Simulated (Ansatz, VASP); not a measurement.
MgTe: VASP beside Ansatz

```
Mg Te
1.0
     4.57751    0.00000    0.00000
    -2.28876    3.96424    0.00000
     0.00000    0.00000    7.45558
Mg Te
2 2
Direct
  0.33333 0.66667 0.00440
  0.66667 0.33333 0.50440
  0.33333 0.66667 0.38060
  0.66667 0.33333 0.88060
```

Alike in both runs: task single point; functional PBE-based screened hybrid; k mesh 6 × 6 × 2; no spin polarisation.

```csv
,VASP,Ansatz
version,VASP 6.6.1,Ansatz 0.2.0
potentials or method,"VASP PAW PBE potentials, release 64 (Mg, Te)",plane waves
plane-wave cutoff (eV),520,420
occupations,"gaussian, width 0.01 eV",fixed
valence electrons in the cell,16,52
```

```tsv
	VASP	Ansatz	Ansatz less VASP
gap on the k mesh at the Fermi level (eV)	2.60	2.63	+0.029
pressure (GPa)	0.5	0.5	+0.04
```

VASP's potentials were made for PBE, not for PBE-based screened hybrid. VASP's potentials hold 16 valence electrons a cell and Ansatz's 52, so a difference there can come from the potentials and not from the codes. Ansatz's warnings: stress exchange threshold loose, stress scf threshold loose.

The k mesh is coarse, so the values compare programs but aren't converged. Neither program's run includes spin-orbit coupling.
